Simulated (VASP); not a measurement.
# Sc (R-3m) in VASP: single point with PBEsol

Aim: the single point of Sc with PBEsol.

Program: VASP 6.6.1. These are calculated values, not measurements. Logs are shortened: lines on timing, memory, paths and dates and some standing lists are left out, and cuts for length are marked.

## 1. The cell of the first run

The structure is trigonal, space group R-3m (No. 166). Conventional cell: a = 3.467 Å, b = 3.467 Å, c = 25.131 Å, α = 90.00°, β = 90.00°, γ = 120.00°. Sc (site symmetry -3m) has 12 Sc at 3.44 to 3.47 Å within 4.5 Å. Within 4.5 Å of Sc (site symmetry 3m) lie 12 Sc at 3.44 to 3.47 Å.

## 2. Single point, PBEsol

Contents of INCAR:

```
PREC     = Accurate       # precision mode
ENCUT    = 520            # plane-wave cutoff, eV
EDIFF    = 1E-7           # SCF threshold, eV
ISMEAR   = 0              # smearing method
SIGMA    = 0.1            # smearing width, eV
LREAL    = F              # projectors in reciprocal space
LASPH    = T              # aspherical terms in the spheres
NELM     = 60             # most SCF steps
ALGO     = Fast           # electronic algorithm
ISIF     = 2              # what is computed and relaxed
LWAVE    = F              # write WAVECAR
LCHARG   = T              # write CHGCAR
GGA      = PS             # functional
LELF     = T              # ELF
LVHAR    = T            
NBANDS   = 24             # bands
```

Contents of KPOINTS:

```
regular mesh
0
Gamma
  6 6 6
```

Contents of POSCAR:

```
Sc
1.0
    1.7333235179      1.0007347996      8.3770438000
   -1.7333235179      1.0007347996      8.3770438000
    0.0000000000     -2.0014695993      8.3770438000
Sc
3
Direct
    0.0000000000      0.0000000000      0.0000000000
    0.2222200000      0.2222200000      0.2222200000
    0.7777800000      0.7777800000      0.7777800000
```

Potentials or basis: VASP PAW PBE potentials, release 64 (Sc_sv).

Launch:

```
$ cat potpaw_PBE.64/Sc_sv/POTCAR > POTCAR
$ mpirun -np 1 vasp_std > vasp.out
```

OUTCAR:

```text
PREC = Accurate
   ENCUT = 520
   EDIFF = 1E-7
   ISMEAR = 0
   LREAL = F
   LASPH = T
   NELM = 60
   ISIF = 2
   GGA = PS

 ion  position               nearest neighbor table
   1  0.000  0.000  0.000-
   2  0.222  0.222  0.222-
   3  0.778  0.778  0.778-

  LATTYP: Found a trigonal (rhomboedric) cell.
 ALAT       =     8.6128243558
 COS(alpha) =     0.9189975651

  Lattice vectors:

 A1 = (   1.7333235179,   1.0007347996,   8.3770438000)
 A2 = (  -1.7333235179,   1.0007347996,   8.3770438000)
 A3 = (   0.0000000000,  -2.0014695993,   8.3770438000)

Analysis of symmetry for initial positions (statically):
=====================================================================
 Subroutine PRICEL returns:
 Original cell was already a primitive cell.

 Routine SETGRP: Setting up the symmetry group for a
 trigonal (rhombohedral) supercell.

 Subroutine GETGRP returns: Found 12 space group operations
 (whereof 12 operations were pure point group operations)
 out of a pool of 12 trial point group operations.

The static configuration has the point symmetry D_3d.

Analysis of symmetry for dynamics (positions and initial velocities):
=====================================================================
 Subroutine PRICEL returns:
 Original cell was already a primitive cell.

 Routine SETGRP: Setting up the symmetry group for a
 trigonal (rhombohedral) supercell.

 Subroutine GETGRP returns: Found 12 space group operations
 (whereof 12 operations were pure point group operations)
 out of a pool of 12 trial point group operations.

The dynamic configuration has the point symmetry D_3d.

 Subroutine INISYM returns: Found 12 space group operations
 (whereof 12 operations are pure point group operations),
 and found     1 'primitive' translations

----------------------------------------------------------------------------------------

                                     Primitive cell

  volume of cell :      87.1848

  direct lattice vectors                    reciprocal lattice vectors
     1.733323518  1.000734800  8.377043800     0.288463172  0.166544290  0.039791285
    -1.733323518  1.000734800  8.377043800    -0.288463172  0.166544290  0.039791285
     0.000000000 -2.001469599  8.377043800     0.000000000 -0.333088580  0.039791285

  length of vectors
     8.612824356  8.612824356  8.612824356     0.335456925  0.335456925  0.335456925

  position of ions in fractional coordinates (direct lattice)
     0.000000000  0.000000000  0.000000000
     0.222220000  0.222220000  0.222220000
     0.777780000  0.777780000  0.777780000

  ion indices of the primitive-cell ions
   primitive index   ion index
                 1           1
                 2           2
                 3           3

----------------------------------------------------------------------------------------

 KPOINTS: regular mesh

Automatic generation of k-mesh.
 Grid dimensions read from file:
 generate k-points for:    6    6    6

 Generating k-lattice:

  Cartesian coordinates                     Fractional coordinates (reciprocal lattice)
     0.048077195  0.027757382  0.006631881     0.166666667 -0.000000000  0.000000000
    -0.048077195  0.027757382  0.006631881    -0.000000000  0.166666667  0.000000000
     0.000000000 -0.055514763  0.006631881     0.000000000  0.000000000  0.166666667

  Length of vectors
     0.055909487  0.055909487  0.055909487

  Shift w.r.t. Gamma in fractional coordinates (k-lattice)
     0.000000000  0.000000000  0.000000000

 Subroutine IBZKPT returns following result:
 ===========================================

 Found     32 irreducible k-points:

 Following reciprocal coordinates:
            Coordinates               Weight
  0.000000  0.000000  0.000000      1.000000
  0.166667 -0.000000 -0.000000      6.000000
  0.333333 -0.000000 -0.000000      6.000000
  0.500000  0.000000  0.000000      3.000000
  0.166667  0.166667 -0.000000      6.000000
  0.333333  0.166667 -0.000000     12.000000
[... 16 lines left out ...]
  0.500000  0.500000  0.166667      6.000000
 -0.333333  0.500000  0.166667     12.000000
 [... further k-points ...]
   k-points           NKPTS =     32   k-points in BZ     NKDIM =     32   number of bands    NBANDS=     24
   number of dos      NEDOS =    301   number of ions     NIONS =      3
   total plane-waves  NPLWV = 262144
   dimension x,y,z NGX =    64 NGY =   64 NGZ =   64
   dimension x,y,z NGXF=   128 NGYF=  128 NGZF=  128
   ions per type =               3
   NGX,Y,Z   is equivalent  to a cutoff of  12.35, 12.35, 12.35 a.u.
   NGXF,Y,Z  is equivalent  to a cutoff of  24.71, 24.71, 24.71 a.u.
 SYSTEM =  unknown system
   PREC   = accura    normal or accurate (medium, high low for compatibility)
   ISTART =      0    job   : 0-new  1-cont  2-samecut
   ICHARG =      2    charge: 1-file 2-atom 10-const
   ISPIN  =      1    spin polarized calculation?
   LNONCOLLINEAR =      F non collinear calculations
   LSORBIT =      F    spin-orbit coupling
   LASPH  =      T    aspherical Exc in radial PAW
   ENCUT  =  520.0 eV  38.22 Ry    6.18 a.u.  16.01 16.01 16.01*2*pi/ulx,y,z
   NELM   =     60;   NELMIN=  2; NELMDL= -5     # of ELM steps
   EDIFF  = 0.1E-06   stopping-criterion for ELM
   LREAL  =      F    real-space projection
   EDIFFG = 0.1E-05   stopping-criterion for IOM
   NSW    =      0    number of steps for IOM
   IBRION =     -1    ionic relax: 0-MD 1-quasi-New 2-CG
   NFREE  =      0    steps in history (QN), initial steepest desc. (CG)
   ISIF   =      2    stress and relaxation
   ISYM   =      2    0-nonsym 1-usesym 2-fastsym
   POTIM  = 0.5000    time-step for ionic-motion
   TEBEG  =    0.0;   TEEND  =   0.0 temperature during run
   PSTRESS=    0.0 pullay stress
   NELECT =      33.0000    total number of electrons
   NUPDOWN=      -1.0000    fix difference up-down
   EMIN   =  10.00;   EMAX   =-10.00  energy-range for DOS
   EFERMI =   0.00;   METHOD = LEGACY
   ISMEAR =     0;   SIGMA  =   0.10  broadening in eV -4-tet -1-fermi 0-gaus
   EFERMI_NEDOS =   21; number of points for ismear=-14 and -15
   IALGO  =     68    algorithm
   IMIX   =      4    mixing-type and parameters
     AMIX     =   0.40;   BMIX     =  1.00
     AMIX_MAG =   1.60;   BMIX_MAG =  1.00
  volume/ion in A,a.u.               =      29.06       196.12
  Fermi-wavevector in a.u.,A,eV,Ry     =   1.184221  2.237852 19.080515  1.402378
  Thomas-Fermi vector in A             =   2.320439
   LORBIT       =      0    0 simple, 1 ext, 2 COOP (PROOUT), +10 PAW based schemes
   GGA     = PS    functional components
   LHFCALC =     F    Hartree Fock is set to
   AEXX    =    0.0000 exact exchange contribution
   IVDW    =     0    specifies the selected vdW correction
   LEPSILON=     F    determine dielectric tensor
   LRPA    =     F    only Hartree local field effects (RPA)
 non-spin polarized calculation
 RMM-DIIS sequential band-by-band and
 Gauss-broadening in eV      SIGMA  =   0.10
  energy-cutoff  :      520.00
  volume of cell :       87.18
 maximum number of plane-waves:      2374
   NGX = 31   NGY = 31   NGZ = 31

 number of electron      33.0000000 magnetization

 Free energy of the ion-electron system (eV)
  ---------------------------------------------------
  ext. energy  EPLUGINS =         0.00000000
  ---------------------------------------------------
  free energy    TOTEN  =       -19.30728349 eV

  energy without entropy =      -19.27107243  energy(sigma->0) =      -19.28917796

 E-fermi :   2.6897     XC(G=0):  -9.3396

 val. band max:        2.6792549742   @ k =  -0.3333   0.1667   0.1667
 cond. band min:       2.6919089671   @ k =   0.3333  -0.0000  -0.0000
 fundamental gap:      0.0126539928
 Fermi energy:         2.6896619668

 k-point     1 :       0.0000    0.0000    0.0000
  band No.  band energies     occupation
      1     -46.9717      2.00000
      2     -46.9471      2.00000
      3     -46.9383      2.00000
      4     -25.7009      2.00000
      5     -25.6965      2.00000
      6     -25.5776      2.00000
[... 16 lines left out ...]
     23       4.2637      0.00000
     24       4.2638      0.00000

 k-point     2 :       0.1667   -0.0000   -0.0000
  band No.  band energies     occupation
      1     -46.9659      2.00000
      2     -46.9432      2.00000
      3     -46.9346      2.00000
      4     -25.7023      2.00000
      5     -25.6869      2.00000
      6     -25.6119      2.00000
[... 16 lines left out ...]
     23       4.4316      0.00000
     24       4.4808      0.00000

 k-point     3 :       0.3333   -0.0000   -0.0000
  band No.  band energies     occupation
      1     -46.9540      2.00000
      2     -46.9347      2.00000
      3     -46.9279      2.00000
      4     -25.7187      2.00000
      5     -25.7162      2.00000
      6     -25.6766      2.00000
[... 16 lines left out ...]
     23       4.9620      0.00000
     24       5.1384      0.00000

 k-point     4 :       0.5000    0.0000    0.0000
  band No.  band energies     occupation
      1     -46.9480      2.00000
      2     -46.9297      2.00000
      3     -46.9254      2.00000
      4     -25.7492      2.00000
      5     -25.7462      2.00000
      6     -25.7130      2.00000
[... 16 lines left out ...]
     23       5.2410      0.00000
     24       5.2594      0.00000

 k-point     5 :       0.1667    0.1667   -0.0000
  band No.  band energies     occupation
      1     -46.9657      2.00000
      2     -46.9438      2.00000
      3     -46.9342      2.00000
      4     -25.7110      2.00000
      5     -25.6775      2.00000
      6     -25.6080      2.00000
[... 451 lines left out ...]
 k-point    22 :      -0.1667    0.3333    0.1667
  band No.  band energies     occupation
      1     -46.9480      2.00000
      2     -46.9299      2.00000
      3     -46.9252      2.00000
      4     -25.7388      2.00000
      5     -25.7196      2.00000
      6     -25.6950      2.00000
[... 16 lines left out ...]
     23       4.6817      0.00000
     24       5.4241      0.00000

 k-point    23 :       0.5000    0.5000    0.1667
  band No.  band energies     occupation
      1     -46.9534      2.00000
      2     -46.9366      2.00000
      3     -46.9266      2.00000
      4     -25.7233      2.00000
      5     -25.6940      2.00000
      6     -25.6829      2.00000
[... 16 lines left out ...]
     23       4.4139      0.00000
     24       5.2731      0.00000

 k-point    24 :      -0.3333    0.5000    0.1667
  band No.  band energies     occupation
      1     -46.9479      2.00000
      2     -46.9304      2.00000
      3     -46.9248      2.00000
      4     -25.7371      2.00000
      5     -25.7112      2.00000
      6     -25.6940      2.00000
[... 16 lines left out ...]
     23       4.5650      0.00000
     24       5.3592      0.00000

 [... further k-points ...]
[... 5 lines left out ...]
  --------------------------------------------------------------------------------------
  -------------------------------------------------------------------------------------
  Total       -4.3388112     -4.3388112     -4.7536744      0.0000000      0.0000000      0.0000000
  in kB      -79.7334702    -79.7334702    -87.3573285      0.0000000      0.0000000      0.0000000
  external PRESSURE =     -82.2747563 kB  Pullay stress =       0.0000000 kB

 VOLUME and BASIS-vectors are now :
 -----------------------------------------------------------------------------
  energy-cutoff  :      520.00
  volume of cell :       87.18
      direct lattice vectors                 reciprocal lattice vectors
     1.733323518  1.000734800  8.377043800     0.288463172  0.166544290  0.039791285
    -1.733323518  1.000734800  8.377043800    -0.288463172  0.166544290  0.039791285
     0.000000000 -2.001469599  8.377043800     0.000000000 -0.333088580  0.039791285

 POSITION                                       TOTAL-FORCE (eV/Angst)
 -----------------------------------------------------------------------------------
      0.00000      0.00000      0.00000         0.000000      0.000000      0.000000
      0.00000     -0.00000      5.58464        -0.000000      0.000000     -0.081279
      0.00000     -0.00000     19.54649        -0.000000     -0.000000      0.081279
 -----------------------------------------------------------------------------------
    total drift:                               -0.000000     -0.000000      0.000000

  FREE ENERGIE OF THE ION-ELECTRON SYSTEM (eV)
  ---------------------------------------------------
  free  energy   TOTEN  =       -19.3072834887 eV

  energy  without entropy=      -19.2710724270  energy(sigma->0) =      -19.28917796
```

Run time: 14 min. Hardware: 1 thread of AMD EPYC 7R43 (Zen 3), shared host; peak memory 0.5 GiB.

Results:

```
Free energy            : -19.3073 eV
Pressure               : -8.2 GPa
Largest force          : 0.081 eV/Å
Band gap on the k mesh : zero (an odd number of electrons rules out a gap without spin polarisation)
```

Forces on the atoms (eV/Å):
```
Sc   0.000  0.000  0.000
Sc   0.000  0.000 -0.081
Sc   0.000  0.000  0.081
```

Levels at points of the mesh, in eV from the Fermi level:
```csv
k point,band 12,band 13,band 14,band 15,band 16,band 17,band 18,band 19,band 20,band 21
"(0.00, 0.00, 0.00)",-28.21,-4.81,-2.66,-2.66,0.42,0.44,1.28,1.28,1.42,1.42
"(0.50, 0.00, 0.00)",-28.26,-1.54,-1.19,-1.04,-0.35,-0.20,-0.06,0.82,1.10,1.25
"(0.50, 0.50, 0.00)",-28.26,-1.42,-1.33,-1.02,-0.41,-0.22,-0.02,1.04,1.12,1.17
"(0.50, 0.50, 0.50)",-28.23,-4.22,-4.19,-1.53,0.14,1.07,1.07,1.30,1.30,1.41
```

Caveat: the cell stands under tension; the PAW data sets were made with another functional, which shifts forces and pressure a little.
